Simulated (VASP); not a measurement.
Wanted: the native input for a VASP 6.6.1 run.

```yaml
Task: single point
Functional: LDA
Potentials_or_basis: VASP PAW LDA potentials, release 64 (Ca_sv, B)
Cutoff: 520 eV
k_mesh: 6 × 6 × 4
Occupations: gaussian, width 0.1 eV
Spin: no spin polarisation
Dipole_correction: no
Further_INCAR_settings: ALGO = Normal; EDIFF = 1e-06; NBANDS = 15
```

The structure of CaB2 lies in POSCAR:

```
CaB2
1.0
    3.2264302843      0.0000000000      0.0000000000
   -1.6132151421      2.7941705897      0.0000000000
    0.0000000000      0.0000000000      4.0673920000
Ca B
1 2
Direct
    0.0000000000      0.0000000000      0.0000000000
    0.3333333333      0.6666666667      0.5000000000
    0.6666666667      0.3333333333      0.5000000000
```

These files were run (other wordings do the same):

INCAR

```
SYSTEM = CaB2
ALGO = Normal
EDIFF = 1E-6
ENCUT = 520
GGA = CA
ISIF = 2
ISMEAR = 0
LASPH = .True.
LCHARG = .True.
LELF = .True.
LREAL = .False.
LVHAR = .True.
LWAVE = .False.
NBANDS = 15
NELM = 100
PREC = Accurate
SIGMA = 0.1
```

KPOINTS

```
k-points
0
Gamma
  6 6 4
  0 0 0
```

Potentials or basis: VASP PAW LDA potentials, release 64 (Ca_sv, B).

The run is started by

```bash
$ cat potpaw_LDA.64/Ca_sv/POTCAR potpaw_LDA.64/B/POTCAR > POTCAR
$ mpirun -np 1 vasp_std > vasp.out
```

It gave:

The pressure is -6.4 GPa and the band gap on the k mesh is zero (band 8 reaches 5.50 eV, above the bottom of band 9 at 3.89 eV).

Caveat: the k points lie up to 0.39 Å⁻¹ apart.

Run time: 15 s on 1 thread of Intel Xeon 8259CL (shared host), peak memory 0.14 GiB.
